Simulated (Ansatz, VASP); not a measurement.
## Two plane-wave programs on LuScN2

```
Sc N Lu
1.0
     3.21915    0.00000    0.00000
     0.00000    3.21915    0.00000
     0.00000    0.00000    4.54114
Sc N Lu
1 2 1
Direct
  0.00000 0.00000 0.00000
  0.00000 0.00000 0.50000
  0.50000 0.50000 0.00000
  0.50000 0.50000 0.50000
```

Alike in both runs: task single point; functional PBE; k mesh 6 × 6 × 4; occupations fermi-dirac, width 0.02 eV; no spin polarisation.

|  | VASP | Ansatz |
| --- | --- | --- |
| version | VASP 6.6.1 | Ansatz 0.2.0 |
| potentials or method | VASP PAW PBE potentials, release 64 (Sc_sv, N, Lu) | plane waves, PAW |
| plane-wave cutoff (eV) | 520 | 420 |
| valence electrons in the cell | 46 | 46 |

```tsv
	VASP	Ansatz	Ansatz less VASP
pressure (GPa)	14.0	12.7	-1.24
```

Neither program's run includes spin-orbit coupling.
